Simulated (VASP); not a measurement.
# Al (P6_3/mmc) in VASP: further runs, part 2 of 2

VASP 6.6.1. Earlier steps stand in the parts before.

## Step 3: Single point, PBEsol+D3(BJ)

This run uses another cell than the first one, of 15.66 Å³/atom.

Contents of INCAR:

```
SYSTEM = Al
PREC = Accurate ; ENCUT = 520
EDIFF = 1E-6 ; ISMEAR = 0
SIGMA = 0.1 ; LREAL = .False.
LASPH = .True. ; NELM = 100
ALGO = Normal ; ISIF = 2
LWAVE = .False. ; LCHARG = .True.
GGA = PS ; IVDW = 12
LELF = .True. ; LVHAR = .True.
NBANDS = 10
```

Contents of KPOINTS:

```
Automatic mesh
0
Gamma
  18 18 10
  0 0 0
```

Contents of POSCAR:

```
Al
1.0
    2.7899121165      0.0000000000      0.0000000000
   -1.3949560582      2.4161347672      0.0000000000
    0.0000000000      0.0000000000      4.6470928961
Al
2
Direct
    0.6666666667      0.3333333333      0.7500000000
    0.3333333333      0.6666666667      0.2500000000
```

Potentials or basis: VASP PAW PBE potentials, release 64 (Al).

Run with:

```bash
$ cat potpaw_PBE.64/Al/POTCAR > POTCAR
$ mpirun -np 1 vasp_std > vasp.out
```

OUTCAR:

```text
SYSTEM = Al
   PREC = Accurate
   ENCUT = 520
   EDIFF = 1E-6
   ISMEAR = 0
   LREAL = .False.
   LASPH = .True.
   NELM = 100
   ISIF = 2
   GGA = PS
   IVDW = 12
 IVDW          = 12

 ion  position               nearest neighbor table
   1  0.667  0.333  0.750-   2 2.83   2 2.83   2 2.83   2 2.83   2 2.83   2 2.83
   2  0.333  0.667  0.250-   1 2.83   1 2.83   1 2.83   1 2.83   1 2.83   1 2.83

  LATTYP: Found a hexagonal cell.
 ALAT       =     2.7899121165
 C/A-ratio  =     1.6656771619

  Lattice vectors:

 A1 = (   2.7899121165,   0.0000000000,   0.0000000000)
 A2 = (  -1.3949560582,   2.4161347672,   0.0000000000)
 A3 = (   0.0000000000,   0.0000000000,   4.6470928961)

Analysis of symmetry for initial positions (statically):
=====================================================================
 Subroutine PRICEL returns:
 Original cell was already a primitive cell.

 Routine SETGRP: Setting up the symmetry group for a
 hexagonal supercell.

 Subroutine GETGRP returns: Found 24 space group operations
 (whereof 12 operations were pure point group operations)
 out of a pool of 24 trial point group operations.

The static configuration has the point symmetry D_3d.
 The point group associated with its full space group is D_6h.

Analysis of symmetry for dynamics (positions and initial velocities):
=====================================================================
 Subroutine PRICEL returns:
 Original cell was already a primitive cell.

 Routine SETGRP: Setting up the symmetry group for a
 hexagonal supercell.

 Subroutine GETGRP returns: Found 24 space group operations
 (whereof 12 operations were pure point group operations)
 out of a pool of 24 trial point group operations.

The dynamic configuration has the point symmetry D_3d.
 The point group associated with its full space group is D_6h.

 Subroutine INISYM returns: Found 24 space group operations
 (whereof 12 operations are pure point group operations),
 and found     1 'primitive' translations

----------------------------------------------------------------------------------------

                                     Primitive cell

  volume of cell :      31.3251

  direct lattice vectors                    reciprocal lattice vectors
     2.789912117  0.000000000  0.000000000     0.358434230  0.206942099  0.000000000
    -1.394956058  2.416134767  0.000000000     0.000000000  0.413884198  0.000000000
     0.000000000  0.000000000  4.647092896     0.000000000  0.000000000  0.215188296

  length of vectors
     2.789912117  2.789912116  4.647092896     0.413884198  0.413884198  0.215188296

  position of ions in fractional coordinates (direct lattice)
     0.666666667  0.333333333  0.750000000
     0.333333333  0.666666667  0.250000000

  ion indices of the primitive-cell ions
   primitive index   ion index
                 1           1
                 2           2

----------------------------------------------------------------------------------------

 KPOINTS: Automatic mesh

Automatic generation of k-mesh.
 Grid dimensions read from file:
 generate k-points for:   18   18   10

 Generating k-lattice:

  Cartesian coordinates                     Fractional coordinates (reciprocal lattice)
     0.019913013  0.011496783  0.000000000     0.055555556 -0.000000000  0.000000000
[... 39 lines left out ...]
  0.388889  0.111111  0.000000     12.000000
 [... further k-points ...]
   k-points           NKPTS =    222   k-points in BZ     NKDIM =    222   number of bands    NBANDS=     10
   number of dos      NEDOS =    301   number of ions     NIONS =      2
   total plane-waves  NPLWV =  20736
   dimension x,y,z NGX =    24 NGY =   24 NGZ =   36
   dimension x,y,z NGXF=    48 NGYF=   48 NGZF=   72
   ions per type =               2
   NGX,Y,Z   is equivalent  to a cutoff of  14.30, 14.30, 12.88 a.u.
   NGXF,Y,Z  is equivalent  to a cutoff of  28.60, 28.60, 25.76 a.u.
 SYSTEM =  Al
   PREC   = accura    normal or accurate (medium, high low for compatibility)
   ISTART =      0    job   : 0-new  1-cont  2-samecut
   ICHARG =      2    charge: 1-file 2-atom 10-const
   ISPIN  =      1    spin polarized calculation?
   LNONCOLLINEAR =      F non collinear calculations
   LSORBIT =      F    spin-orbit coupling
   LASPH  =      T    aspherical Exc in radial PAW
   ENCUT  =  520.0 eV  38.22 Ry    6.18 a.u.   5.19  5.19  8.64*2*pi/ulx,y,z
   NELM   =    100;   NELMIN=  2; NELMDL= -5     # of ELM steps
   EDIFF  = 0.1E-05   stopping-criterion for ELM
   LREAL  =      F    real-space projection
   EDIFFG = 0.1E-04   stopping-criterion for IOM
   NSW    =      0    number of steps for IOM
   IBRION =     -1    ionic relax: 0-MD 1-quasi-New 2-CG
   NFREE  =      0    steps in history (QN), initial steepest desc. (CG)
   ISIF   =      2    stress and relaxation
   ISYM   =      2    0-nonsym 1-usesym 2-fastsym
   POTIM  = 0.5000    time-step for ionic-motion
   TEBEG  =    0.0;   TEEND  =   0.0 temperature during run
   PSTRESS=    0.0 pullay stress
   NELECT =       6.0000    total number of electrons
   NUPDOWN=      -1.0000    fix difference up-down
   EMIN   =  10.00;   EMAX   =-10.00  energy-range for DOS
   EFERMI =   0.00;   METHOD = LEGACY
   ISMEAR =     0;   SIGMA  =   0.10  broadening in eV -4-tet -1-fermi 0-gaus
   EFERMI_NEDOS =   21; number of points for ismear=-14 and -15
   IALGO  =     38    algorithm
   IMIX   =      4    mixing-type and parameters
     AMIX     =   0.40;   BMIX     =  1.00
     AMIX_MAG =   1.60;   BMIX_MAG =  1.00
  volume/ion in A,a.u.               =      15.66       105.70
  Fermi-wavevector in a.u.,A,eV,Ry     =   0.943686  1.783308 12.116580  0.890544
  Thomas-Fermi vector in A             =   2.071418
   LORBIT       =      0    0 simple, 1 ext, 2 COOP (PROOUT), +10 PAW based schemes
   GGA     = PS    functional components
   LHFCALC =     F    Hartree Fock is set to
   AEXX    =    0.0000 exact exchange contribution
   IVDW    =    12    specifies the selected vdW correction
   LEPSILON=     F    determine dielectric tensor
   LRPA    =     F    only Hartree local field effects (RPA)
 non-spin polarized calculation
 Gauss-broadening in eV      SIGMA  =   0.10
  energy-cutoff  :      520.00
  volume of cell :       31.33
 maximum number of plane-waves:       857
 NGX is ok and might be reduce to    24
   NGX = 11   NGY = 11   NGZ = 17

 number of electron       6.0000000 magnetization

 Free energy of the ion-electron system (eV)
  ---------------------------------------------------
  ext. energy  EPLUGINS =         0.00000000
  ---------------------------------------------------
  free energy    TOTEN  =        -8.10146072 eV

  energy without entropy =       -8.09642106  energy(sigma->0) =       -8.09894089

 E-fermi :   8.4939     XC(G=0): -10.4494

 val. band max:        8.4656948407   @ k =   0.3889   0.1667   0.2000
 cond. band min:       8.5015381767   @ k =   0.3333   0.2778   0.5000
 fundamental gap:      0.0358433360
 Fermi energy:         8.4939164690

 k-point     1 :       0.0000    0.0000    0.0000
  band No.  band energies     occupation
      1      -2.9942      2.00000
      2       3.5932      2.00000
      3       3.8037      2.00000
      4      19.8286      0.00000
      5      19.8286      0.00000
      6      20.0130      0.00000
      7      20.0130      0.00000
      8      20.5806      0.00000
      9      22.8246      0.00000
     10      23.3147      0.00000
[... 287 lines left out ...]
 k-point    24 :       0.3889    0.1111    0.0000
  band No.  band energies     occupation
      1       2.1396      2.00000
      2       4.7845      2.00000
      3       8.4127      1.74914
      4       8.8375      0.00000
      5      10.8386      0.00000
      6      11.1491      0.00000
      7      12.5903      0.00000
      8      17.7395      0.00000
      9      18.0431      0.00000
     10      19.5043      0.00000

 [... further k-points ...]

------------------------ aborting loop because EDIFF is reached ----------------------------------------

 Edisp (eV)   -0.66953

 E8    (eV) :    -0.4509

  FORCE on cell =-STRESS in cart. coord.  units (eV):
  Direction    XX          YY          ZZ          XY          YZ          ZX
  --------------------------------------------------------------------------------------
  -------------------------------------------------------------------------------------
  Total       0.01955     0.01955     0.02145     0.00000     0.00000     0.00000
  in kB       0.99987     0.99987     1.09717     0.00000     0.00000     0.00000
  external pressure =        1.03 kB  Pullay stress =        0.00 kB

 VOLUME and BASIS-vectors are now :
 -----------------------------------------------------------------------------
  energy-cutoff  :      520.00
  volume of cell :       31.33
      direct lattice vectors                 reciprocal lattice vectors
     2.789912117  0.000000000  0.000000000     0.358434230  0.206942099  0.000000000
    -1.394956058  2.416134767  0.000000000     0.000000000  0.413884198  0.000000000
     0.000000000  0.000000000  4.647092896     0.000000000  0.000000000  0.215188296

 POSITION                                       TOTAL-FORCE (eV/Angst)
 -----------------------------------------------------------------------------------
      1.39496      0.80538      3.48532        -0.000000      0.000000      0.000000
     -0.00000      1.61076      1.16177         0.000000      0.000000      0.000000
 -----------------------------------------------------------------------------------
    total drift:                                0.000000     -0.000000     -0.000000

  FREE ENERGIE OF THE ION-ELECTRON SYSTEM (eV)
  ---------------------------------------------------
  free  energy   TOTEN  =        -8.7709917577 eV

  energy  without entropy=       -8.7659520989  energy(sigma->0) =       -8.76847193
```

Run time: 57 s. Hardware: 1 thread of Intel Xeon 8259CL, shared host; peak memory 0.2 GiB.

What came out:

| Quantity | Value |
| --- | --- |
| Free energy | -8.7710 eV |
| Pressure | 0.1 GPa |
| Band gap on the k mesh | zero (bands 3 and 4 overlap by 7.31 eV) |
| Dispersion energy per atom | -0.335 eV |

Caveat: the PAW data sets were made with another functional, which shifts forces and pressure a little.
